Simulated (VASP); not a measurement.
# Ti (P6_3/mmc) in VASP: notebook, part 2 of 2

VASP 6.6.1. The steps go on from the part before.

## (4) Single point, LDA

This run uses another cell than the first one, of 16.75 Å³/atom, 1.056 times its volume.

INCAR reads:

```
  PREC = Accurate
  ENCUT = 520
  EDIFF = 1E-7
  ISMEAR = 1
  SIGMA = 0.1
  LREAL = F
  LASPH = T
  NELM = 60
  ALGO = Normal
  ISIF = 2
  LWAVE = F
  LCHARG = T
  LELF = T
  LVHAR = T
  NBANDS = 19
```

KPOINTS reads:

```
Automatic mesh
0
Gamma
  11 11 6
```

POSCAR reads:

```
Ti
1.0
    2.8999903389      0.0000000000      0.0000000000
   -1.4499951694      2.5114653620      0.0000000000
    0.0000000000      0.0000000000      4.6006626393
Ti
2
Direct
    0.3333333333      0.6666666667      0.2500000000
    0.6666666667      0.3333333333      0.7500000000
```

Potentials or basis: VASP PAW LDA potentials, release 64 (Ti_sv).

Command:

```sh
cat potpaw_LDA.64/Ti_sv/POTCAR > POTCAR
mpirun -np 1 vasp_std > vasp.out
```

OUTCAR:

```text
PREC = Accurate
   ENCUT = 520
   EDIFF = 1E-7
   ISMEAR = 1
   LREAL = F
   LASPH = T
   NELM = 60
   ISIF = 2

 ion  position               nearest neighbor table
   1  0.333  0.667  0.250-   2 2.85   2 2.85   2 2.85   2 2.85   2 2.85   2 2.85
   2  0.667  0.333  0.750-   1 2.85   1 2.85   1 2.85   1 2.85   1 2.85   1 2.85

  LATTYP: Found a hexagonal cell.
 ALAT       =     2.8999903389
 C/A-ratio  =     1.5864406780

  Lattice vectors:

 A1 = (   2.8999903389,   0.0000000000,   0.0000000000)
 A2 = (  -1.4499951694,   2.5114653620,   0.0000000000)
 A3 = (   0.0000000000,   0.0000000000,   4.6006626393)

Analysis of symmetry for initial positions (statically):
=====================================================================
 Subroutine PRICEL returns:
 Original cell was already a primitive cell.

 Routine SETGRP: Setting up the symmetry group for a
 hexagonal supercell.

 Subroutine GETGRP returns: Found 24 space group operations
 (whereof 12 operations were pure point group operations)
[... 163 lines left out ...]
  free energy    TOTEN  =       -17.07738659 eV

  energy without entropy =      -17.07894372  energy(sigma->0) =      -17.07790564

 E-fermi :   8.4995     XC(G=0): -11.9574

 val. band max:        8.4904089427   @ k =   0.1818   0.0000   0.3333
 cond. band min:       8.5066241666   @ k =   0.0909   0.0909   0.1667
 fundamental gap:      0.0162152239
 Fermi energy:         8.4994841506

 k-point     1 :       0.0000    0.0000    0.0000
  band No.  band energies     occupation
      1     -47.6252      2.00000
      2     -47.4587      2.00000
      3     -24.6530      2.00000
      4     -23.9064      2.00000
      5     -23.9064      2.00000
      6     -23.8337      2.00000
[... 505 lines left out ...]
      6     -23.9808      2.00000
[... 11 lines left out ...]
     18      10.8574      0.00000
     19      11.9389      0.00000

 [... further k-points ...]

------------------------ aborting loop because EDIFF is reached ----------------------------------------

  FORCE on cell =-STRESS in cart. coord.  units (eV):
  Direction    XX          YY          ZZ          XY          YZ          ZX
  --------------------------------------------------------------------------------------
  -------------------------------------------------------------------------------------
  Total       -1.0016024     -1.0016024     -1.0920320     -0.0000000      0.0000000      0.0000000
  in kB      -47.8918699    -47.8918721    -52.2157837     -0.0000000      0.0000000      0.0000000
  external PRESSURE =     -49.3331752 kB  Pullay stress =       0.0000000 kB

 VOLUME and BASIS-vectors are now :
 -----------------------------------------------------------------------------
  energy-cutoff  :      520.00
  volume of cell :       33.51
      direct lattice vectors                 reciprocal lattice vectors
     2.899990339  0.000000000  0.000000000     0.344828735  0.199086958  0.000000000
    -1.449995169  2.511465362  0.000000000     0.000000000  0.398173917  0.000000000
     0.000000000  0.000000000  4.600662639     0.000000000  0.000000000  0.217359993

 POSITION                                       TOTAL-FORCE (eV/Angst)
 -----------------------------------------------------------------------------------
     -0.00000      1.67431      1.15017         0.000000     -0.000000      0.000000
      1.45000      0.83716      3.45050         0.000000      0.000000      0.000000
 -----------------------------------------------------------------------------------
    total drift:                                0.000000     -0.000000      0.000000

  FREE ENERGIE OF THE ION-ELECTRON SYSTEM (eV)
  ---------------------------------------------------
  free  energy   TOTEN  =       -17.0773865930 eV

  energy  without entropy=      -17.0789437222  energy(sigma->0) =      -17.07790564
```

OSZICAR:

```text
N       E                     dE             d eps       ncg     rms          rms(c)
DAV:   1     0.261288202699E+03    0.26129E+03   -0.13022E+04  2432   0.158E+03
DAV:   2     0.107919531743E+02   -0.25050E+03   -0.24658E+03  2507   0.439E+02
DAV:   3    -0.179016648973E+02   -0.28694E+02   -0.28376E+02  4488   0.122E+02
DAV:   4    -0.190816699888E+02   -0.11800E+01   -0.11788E+01  2764   0.257E+01
DAV:   5    -0.191366008689E+02   -0.54931E-01   -0.54924E-01  3536   0.401E+00    0.120E+01
DAV:   6    -0.170860464563E+02    0.20506E+01   -0.73016E+00  2827   0.268E+01    0.302E+00
DAV:   7    -0.170626372754E+02    0.23409E-01   -0.66775E-01  3647   0.560E+00    0.202E+00
DAV:   8    -0.170851644087E+02   -0.22527E-01   -0.20933E-01  2643   0.552E+00    0.734E-01
DAV:   9    -0.170768421637E+02    0.83222E-02   -0.43169E-02  2701   0.226E+00    0.758E-02
DAV:  10    -0.170773662501E+02   -0.52409E-03   -0.34048E-03  3458   0.323E-01    0.867E-02
DAV:  11    -0.170773971234E+02   -0.30873E-04   -0.12334E-04  2960   0.890E-02    0.411E-02
DAV:  12    -0.170773862186E+02    0.10905E-04   -0.51781E-05  2694   0.637E-02    0.150E-03
DAV:  13    -0.170773863602E+02   -0.14165E-06   -0.12695E-06  3053   0.949E-03    0.269E-03
DAV:  14    -0.170773865958E+02   -0.23562E-06   -0.31613E-07  2421   0.445E-03    0.102E-04
DAV:  15    -0.170773865930E+02    0.28699E-08   -0.20473E-08  1303   0.871E-04
   1 F= -.17077387E+02 E0= -.17077906E+02  d E =0.155713E-02
```

Wall time 15 s (1 thread of Intel Xeon 6975P-C (Granite Rapids), shared host); peak memory 0.15 GiB.

What came out:

```yaml
Free_energy: -17.0774 eV
Pressure: -4.9 GPa
Band_gap_on_the_k_mesh: zero (band 12 reaches 9.25 eV, above the bottom of band 13 at 8.30 eV)
```

## (5) Overview

| cell | gap on the mesh (eV) | pressure (GPa) |
| --- | --- | --- |
| a = 2.848, b = 2.848, c = 4.518 Å, angles 90.0, 90.0, 120.0°, 2 atoms | none | 1.6 |
| a = 2.874, b = 2.874, c = 4.560 Å, angles 90.0, 90.0, 120.0°, 2 atoms | none | -1.9 |
| a = 2.900, b = 2.900, c = 4.601 Å, angles 90.0, 90.0, 120.0°, 2 atoms | none | -4.9 |

Alike in all rows: task single point; level LDA; potentials or basis VASP PAW LDA potentials, release 64 (Ti_sv); no spin polarisation; k mesh 11 × 11 × 6; cutoff (eV) 520; smearing methfessel-paxton 0.1 eV.

Total energies depend on the potentials used, so only differences within one code and one set of settings carry meaning.
